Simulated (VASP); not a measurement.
SrO:

```
Sr O
1.0
     0.00000    2.61663    2.61663
     2.61663    0.00000    2.61663
     2.61663    2.61663    0.00000
Sr O
1 1
Direct
  0.50000 0.50000 0.50000
  0.00000 0.00000 0.00000
```

Base run:

```yaml
Program: VASP 6.6.1
Functional: r2SCAN
Potentials_or_basis: VASP PAW PBE potentials, release 64 (Sr_sv, O)
Cutoff: 520 eV
k_mesh: 9 × 9 × 9
Occupations: fermi-dirac, width 0.05 eV
Spin: no spin polarisation
```

Its results: band gap on the k mesh 3.82 eV, indirect (least direct gap 3.94 eV); pressure -3.2 GPa.

**Question.** The run is repeated on the same cell with these changes: functional from r2SCAN to revPBE; dispersion from none to D3(BJ). What comes out?

**Answer.** Band gap on the k mesh 3.43 eV, indirect (least direct gap 3.56 eV); pressure -3.1 GPa.

Several settings changed at once, so the effect can't be laid on one alone.

Caveats: the PAW data sets were made with another functional, which shifts forces and pressure a little.

A k mesh can miss the band edges.
